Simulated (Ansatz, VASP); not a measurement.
**Ta2Si in VASP and in Ansatz**

```
Ta Si
1.0
    -3.06902    3.06902    2.52022
     3.06902   -3.06902    2.52022
     3.06902    3.06902   -2.52022
Ta Si
4 2
Direct
  0.66258 0.83742 0.50000
  0.83742 0.33742 0.17484
  0.33742 0.16258 0.50000
  0.16258 0.66258 0.82516
  0.25000 0.25000 0.00000
  0.75000 0.75000 0.00000
```

Alike in both runs: functional PBEsol; k mesh 10 × 10 × 10; occupations fermi-dirac, width 0.15 eV; no spin polarisation.

Ansatz relaxed the structure, and its values are those at the end. VASP's run is a single point on that final structure, the one shown.

```csv
,VASP,Ansatz
version,VASP 6.6.1,Ansatz 0.2.0
potentials or method,"VASP PAW PBE potentials, release 64 (Ta_pv, Si), cutoff 520 eV","scalar-relativistic, plane waves, PAW"
valence electrons in the cell,52,60
```

```csv
,VASP,Ansatz,Ansatz less VASP
gap on the k mesh at the Fermi level (eV),none,none,-
pressure (GPa),0.3,0.0,-0.28
rms of the force components (eV/Å),0.003,0.000,-0.0032
```

VASP's potentials were made for PBE, not for PBEsol. A gap of «none» marks a metal or a gap that the smearing closes. With one functional, cell and mesh, what is left measures potentials, basis and numerics. VASP's potentials hold 52 valence electrons a cell and Ansatz's 60, so a difference there can come from the potentials and not from the codes.

Neither program's run includes spin-orbit coupling.
